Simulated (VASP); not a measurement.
A run of VASP 6.6.1:

INCAR

```
SYSTEM = La
PREC = Accurate ; ENCUT = 600
EDIFF = 1E-7 ; ISMEAR = -1
SIGMA = 0.05 ; LREAL = .FALSE.
LASPH = .TRUE. ; NELM = 80
ALGO = Normal ; ISIF = 3
LWAVE = .FALSE. ; LCHARG = .FALSE.
GGA = PE ; IBRION = 2
NSW = 32 ; EDIFFG = -0.005
PSTRESS = 44.0
```

The input KPOINTS:

```
Automatic mesh
0
G
  12 12 7
  0 0 0
```

Contents of POSCAR:

```
La
1.0
    3.5697834508      0.0000000000      0.0000000000
   -1.7848917254      3.0915231544      0.0000000000
    0.0000000000      0.0000000000      5.8643846327
La
2
Direct
    0.3333333333      0.6666666667      0.2500000000
    0.6666666667      0.3333333333      0.7500000000
```

Potentials or basis: VASP PAW PBE potentials, release 64 (La).

Run with:

```console
$ cat potpaw_PBE.64/La/POTCAR > POTCAR
$ mpirun -np 1 vasp_std > vasp.out
```

Hardware: 1 thread of AMD EPYC 7R13 Processor (Zen 3) (shared host).

Estimate the wall time of this run.

It took 2.6 min on 1 thread of AMD EPYC 7R13 Processor (Zen 3) (shared host), peak memory 0.24 GiB. Counts: scf iterations 24, k points 76, ion steps 2.
